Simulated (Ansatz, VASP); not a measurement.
## Mo in VASP and in Ansatz

```xyz
1
Lattice="-1.5710 1.6653 1.5710 1.5710 -1.6653 1.5710 1.5710 1.6653 -1.5710" Properties=species:S:1:pos:R:3 pbc="T T T"
Mo    0.0000    0.0000    0.0000
```

Change from the starting cell: strain +0.0600 x Voigt [0, 1, 0, 0, 0, 0], atoms carried along.

Alike in both runs: task single point; functional PBE; k mesh 22 × 22 × 22; occupations gaussian, width 0.15 eV; no spin polarisation.

|  | VASP | Ansatz |
| --- | --- | --- |
| version | VASP 6.6.1 | Ansatz 0.2.0 |
| potentials or method | VASP PAW PBE potentials, release 64 (Mo_sv), cutoff 520 eV | scalar-relativistic, plane waves, PAW |
| valence electrons in the cell | 14 | 14 |

```tsv
	VASP	Ansatz	Ansatz less VASP
gap on the k mesh at the Fermi level (eV)	none	none	-
pressure (GPa)	-8.7	-9.2	-0.48
traceless stress, the component that is largest in VASP (GPa)	-9.90	-9.91	-0.009
```

A gap of «none» marks a metal or a gap that the smearing closes.
